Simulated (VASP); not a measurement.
# LiH (I4/mmm) in VASP: further runs, part 2 of 2

VASP 6.6.1. Earlier steps stand in the parts before.

**3. Single point, r2SCAN (strain -0.080 along x and y, +0.000 along z)**

Contents of POSCAR:

```
LiH
1.0
    0.0000000000      1.8699000000      2.0325000000
    1.8699000000      0.0000000000      2.0325000000
    1.8699000000      1.8699000000      0.0000000000
Li H
1 1
Direct
    0.0000000000      0.0000000000      0.0000000000
    0.5000000000      0.5000000000      0.5000000000
```

Contents of INCAR.step1:

```
SYSTEM = LiH
ALGO = Normal ; EDIFF = 1E-5
ENCUT = 830 ; GGA = PE
GGA_COMPAT = .False. ; ISMEAR = 0
LASPH = .True. ; LCHARG = .False.
LREAL = .False. ; LWAVE = .True.
NBANDS = 9 ; NELM = 120
PREC = Accurate ; SIGMA = 0.05
```

Contents of INCAR.step2:

```
SYSTEM = LiH
ALGO = Normal ; EDIFF = 1E-6
ENCUT = 830 ; GGA_COMPAT = .False.
ISIF = 2 ; ISMEAR = 0
ISTART = 1 ; LASPH = .True.
LCHARG = .False. ; LMIXTAU = .True.
LREAL = .False. ; LWAVE = .False.
METAGGA = R2SCAN ; NBANDS = 9
NELM = 120 ; PREC = Accurate
SIGMA = 0.05
```

Contents of KPOINTS:

```
k-points
0
Gamma
  10 10 10
  0 0 0
```

Potentials or basis: VASP PAW PBE potentials, release 64 (Li_sv, H).

On the command line:

```sh
> cat potpaw_PBE.64/Li_sv/POTCAR potpaw_PBE.64/H/POTCAR > POTCAR
> cp INCAR.step1 INCAR
> mpirun -np 1 vasp_std > vasp.out
> cp INCAR.step2 INCAR
> mpirun -np 1 vasp_std > vasp.out
```

OUTCAR:

```text
SYSTEM = LiH
   EDIFF = 1E-6
   ENCUT = 830
   ISIF = 2
   ISMEAR = 0
   ISTART = 1
   LASPH = .True.
   LREAL = .False.
   METAGGA = R2SCAN
   NELM = 120
   PREC = Accurate

 ion  position               nearest neighbor table
   1  0.000  0.000  0.000-
   2  0.500  0.500  0.500-

  LATTYP: Found a body centered tetragonal cell.
 ALAT       =     2.6444379403
 C/A-ratio  =     1.5371886548

  Lattice vectors:

 A1 = (  -1.8699000000,   0.0000000000,   2.0325000000)
 A2 = (   1.8699000000,   0.0000000000,   2.0325000000)
 A3 = (   0.0000000000,   1.8699000000,  -2.0325000000)

Analysis of symmetry for initial positions (statically):
=====================================================================
 Subroutine PRICEL returns:
 Original cell was already a primitive cell.

 Routine SETGRP: Setting up the symmetry group for a
 body centered tetragonal supercell.

 Subroutine GETGRP returns: Found 16 space group operations
 (whereof 16 operations were pure point group operations)
 out of a pool of 16 trial point group operations.

The static configuration has the point symmetry D_4h.

Analysis of symmetry for dynamics (positions and initial velocities):
=====================================================================
 Subroutine PRICEL returns:
 Original cell was already a primitive cell.

 Routine SETGRP: Setting up the symmetry group for a
 body centered tetragonal supercell.

 Subroutine GETGRP returns: Found 16 space group operations
 (whereof 16 operations were pure point group operations)
 out of a pool of 16 trial point group operations.

The dynamic configuration has the point symmetry D_4h.

 Subroutine INISYM returns: Found 16 space group operations
 (whereof 16 operations are pure point group operations),
 and found     1 'primitive' translations

[... 115 lines left out ...]
  volume/ion in A,a.u.               =       7.11        47.96
  Fermi-wavevector in a.u.,A,eV,Ry     =   1.072825  2.027346 15.659685  1.150954
  Thomas-Fermi vector in A             =   2.208607
   LORBIT       =      0    0 simple, 1 ext, 2 COOP (PROOUT), +10 PAW based schemes
   METAGGA = R2SCAN    functional components
   LHFCALC =     F    Hartree Fock is set to
   AEXX    =    0.0000 exact exchange contribution
   IVDW    =     0    specifies the selected vdW correction
   LEPSILON=     F    determine dielectric tensor
   LRPA    =     F    only Hartree local field effects (RPA)
 non-spin polarized calculation
 Gauss-broadening in eV      SIGMA  =   0.05
  energy-cutoff  :      830.00
  volume of cell :       14.21
 maximum number of plane-waves:       790
 NGX is ok and might be reduce to    28
   NGX = 13   NGY = 13   NGZ = 13

 number of electron       3.9999999 magnetization

 Free energy of the ion-electron system (eV)
  ---------------------------------------------------
  ext. energy  EPLUGINS =         0.00000000
  ---------------------------------------------------
  free energy    TOTEN  =        -6.76935731 eV

  energy without entropy =       -6.76935731  energy(sigma->0) =       -6.76935731

 E-fermi :   0.9048     XC(G=0):  -9.2584

 val. band max:        0.6300792129   @ k =   0.5000   0.0000   0.5000
 cond. band min:       3.1068351397   @ k =   0.5000   0.5000   0.0000
 fundamental gap:      2.4767559268
 Fermi energy:         0.9047798338

 k-point     1 :       0.0000    0.0000    0.0000
  band No.  band energies     occupation
      1     -45.1380      2.00000
      2      -5.5617      2.00000
      3      19.4554      0.00000
      4      20.9251      0.00000
      5      20.9251      0.00000
      6      21.7623      0.00000
      7      25.5958      0.00000
      8      26.1418      0.00000
      9      26.1418      0.00000
[... 265 lines left out ...]
 k-point    24 :       0.4000    0.3000    0.0000
  band No.  band energies     occupation
      1     -45.0728      2.00000
      2      -2.3918      2.00000
      3       7.0975      0.00000
      4      13.0949      0.00000
      5      14.8903      0.00000
      6      19.9187      0.00000
      7      21.9821      0.00000
      8      33.6581      0.00000
      9      36.0664      0.00000

 [... further k-points ...]

------------------------ aborting loop because EDIFF is reached ----------------------------------------

  FORCE on cell =-STRESS in cart. coord.  units (eV):
  Direction    XX          YY          ZZ          XY          YZ          ZX
  --------------------------------------------------------------------------------------
  -------------------------------------------------------------------------------------
  Total        0.7258724      0.7258724     -0.0294968      0.0000000     -0.0000000      0.0000000
  in kB       81.8226501     81.8226501     -3.3249708      0.0000000     -0.0000000      0.0000000
  external PRESSURE =      53.4401098 kB  Pullay stress =       0.0000000 kB

 VOLUME and BASIS-vectors are now :
 -----------------------------------------------------------------------------
  energy-cutoff  :      830.00
  volume of cell :       14.21
      direct lattice vectors                 reciprocal lattice vectors
     0.000000000  1.869900000  2.032500000    -0.267393978  0.267393978  0.246002460
     1.869900000  0.000000000  2.032500000     0.267393978 -0.267393978  0.246002460
     1.869900000  1.869900000  0.000000000     0.267393978  0.267393978 -0.246002460

 POSITION                                       TOTAL-FORCE (eV/Angst)
 -----------------------------------------------------------------------------------
      0.00000      0.00000      0.00000        -0.000000     -0.000000     -0.000000
      1.86990      1.86990      2.03250         0.000000      0.000000      0.000000
 -----------------------------------------------------------------------------------
    total drift:                                0.000000      0.000000      0.000000

  FREE ENERGIE OF THE ION-ELECTRON SYSTEM (eV)
  ---------------------------------------------------
  free  energy   TOTEN  =        -6.7693573111 eV

  energy  without entropy=       -6.7693573111  energy(sigma->0) =       -6.76935731
```

Wall time 5.4 min (1 thread of AMD EPYC 7R13, shared host); peak memory 0.14 GiB.

What came out:

- Free energy: -6.7694 eV
- Pressure: 5.3 GPa
- Band gap on the k mesh: 2.48 eV (least direct gap 3.17 eV)

Caveat: the cell differs from its parent crystal (strain -0.080 along x and y, +0.000 along z); the cell stands under pressure; the PAW data sets were made with another functional, which shifts forces and pressure a little. A k mesh can miss the band edges.

**4. Single point, r2SCAN (strain -0.040 along x and y, -0.080 along z)**

Contents of POSCAR:

```
LiH
1.0
    0.0000000000      1.9512000000      1.8699000000
    1.9512000000      0.0000000000      1.8699000000
    1.9512000000      1.9512000000      0.0000000000
Li H
1 1
Direct
    0.0000000000      0.0000000000      0.0000000000
    0.5000000000      0.5000000000      0.5000000000
```

Contents of INCAR.step1:

```
SYSTEM = LiH
PREC = Accurate
ENCUT = 830
ISMEAR = 0
SIGMA = 0.05
LREAL = .FALSE.
LASPH = .TRUE.
NELM = 120
NBANDS = 9
GGA = PE
ALGO = Normal
EDIFF = 1E-5
LWAVE = .TRUE.
LCHARG = .FALSE.
GGA_COMPAT = .FALSE.
```

Contents of INCAR.step2:

```
SYSTEM = LiH
PREC = Accurate
ENCUT = 830
EDIFF = 1E-6
ISMEAR = 0
SIGMA = 0.05
LREAL = .FALSE.
LASPH = .TRUE.
NELM = 120
ALGO = Normal
ISIF = 2
LWAVE = .FALSE.
LCHARG = .FALSE.
METAGGA = R2SCAN
LMIXTAU = .TRUE.
NBANDS = 9
ISTART = 1
GGA_COMPAT = .FALSE.
```

Contents of KPOINTS:

```
Automatic mesh
0
G
  10 10 10
  0 0 0
```

Potentials or basis: VASP PAW PBE potentials, release 64 (Li_sv, H).

On the command line:

```sh
> cat potpaw_PBE.64/Li_sv/POTCAR potpaw_PBE.64/H/POTCAR > POTCAR
> cp INCAR.step1 INCAR
> mpirun -np 1 vasp_std > vasp.out
> cp INCAR.step2 INCAR
> mpirun -np 1 vasp_std > vasp.out
```

OUTCAR:

```text
SYSTEM = LiH
   PREC = Accurate
   ENCUT = 830
   EDIFF = 1E-6
   ISMEAR = 0
   LREAL = .FALSE.
   LASPH = .TRUE.
   NELM = 120
   ISIF = 2
   METAGGA = R2SCAN
   ISTART = 1

 ion  position               nearest neighbor table
   1  0.000  0.000  0.000-
   2  0.500  0.500  0.500-

  LATTYP: Found a body centered tetragonal cell.
 ALAT       =     2.7594135029
 C/A-ratio  =     1.3552879973

  Lattice vectors:

[... 473 lines left out ...]

 [... further k-points ...]

------------------------ aborting loop because EDIFF is reached ----------------------------------------

  FORCE on cell =-STRESS in cart. coord.  units (eV):
  Direction    XX          YY          ZZ          XY          YZ          ZX
  --------------------------------------------------------------------------------------
  -------------------------------------------------------------------------------------
  Total        0.3057168      0.3057168      0.7341573      0.0000000     -0.0000000     -0.0000000
  in kB       34.4015455     34.4015455     82.6128809      0.0000000     -0.0000000     -0.0000000
  external PRESSURE =      50.4719907 kB  Pullay stress =       0.0000000 kB

 VOLUME and BASIS-vectors are now :
 -----------------------------------------------------------------------------
  energy-cutoff  :      830.00
  volume of cell :       14.24
      direct lattice vectors                 reciprocal lattice vectors
     0.000000000  1.951200000  1.869900000    -0.256252563  0.256252563  0.267393978
     1.951200000  0.000000000  1.869900000     0.256252563 -0.256252563  0.267393978
     1.951200000  1.951200000  0.000000000     0.256252563  0.256252563 -0.267393978

 POSITION                                       TOTAL-FORCE (eV/Angst)
 -----------------------------------------------------------------------------------
      0.00000      0.00000      0.00000         0.000000     -0.000000      0.000000
      1.95120      1.95120      1.86990        -0.000000      0.000000      0.000000
 -----------------------------------------------------------------------------------
    total drift:                                0.000000      0.000000      0.000000

  FREE ENERGIE OF THE ION-ELECTRON SYSTEM (eV)
  ---------------------------------------------------
  free  energy   TOTEN  =        -6.7863370803 eV

  energy  without entropy=       -6.7863370803  energy(sigma->0) =       -6.78633708
```

Run time: 5.9 min. Hardware: 1 thread of AMD EPYC 7R13, shared host; peak memory 0.14 GiB.

Results:

```yaml
Free_energy: -6.7863 eV
Pressure: 5.0 GPa
Band_gap_on_the_k_mesh: 3.06 eV (least direct gap 3.40 eV)
```

Stress tensor (GPa, compression positive):
```
3.44 0.00 0.00
0.00 3.44 0.00
0.00 0.00 8.26
```

Caveat: the cell differs from its parent crystal (strain -0.040 along x and y, -0.080 along z); the cell stands under pressure; the PAW data sets were made with another functional, which shifts forces and pressure a little.

**5. The runs side by side**

```csv
cell,gap on the mesh (eV),pressure (GPa)
"a = 2.703, b = 2.703, c = 2.644 Å, angles 60.7, 60.7, 58.6°, 2 atoms",2.91,7.3
"a = 2.762, b = 2.762, c = 2.644 Å, angles 61.4, 61.4, 57.2°, 2 atoms",2.48,5.3
"a = 2.703, b = 2.703, c = 2.759 Å, angles 59.3, 59.3, 61.4°, 2 atoms",3.06,5.0
```

Alike in all rows: task single point; level r2SCAN; potentials or basis VASP PAW PBE potentials, release 64 (Li_sv, H); no spin polarisation; k mesh 10 × 10 × 10; cutoff (eV) 830; smearing gaussian 0.05 eV.

Caveats: the cell stands under pressure; the PAW data sets were made with another functional, which shifts forces and pressure a little.

Absolute energies hang on the potentials; compare differences alone.
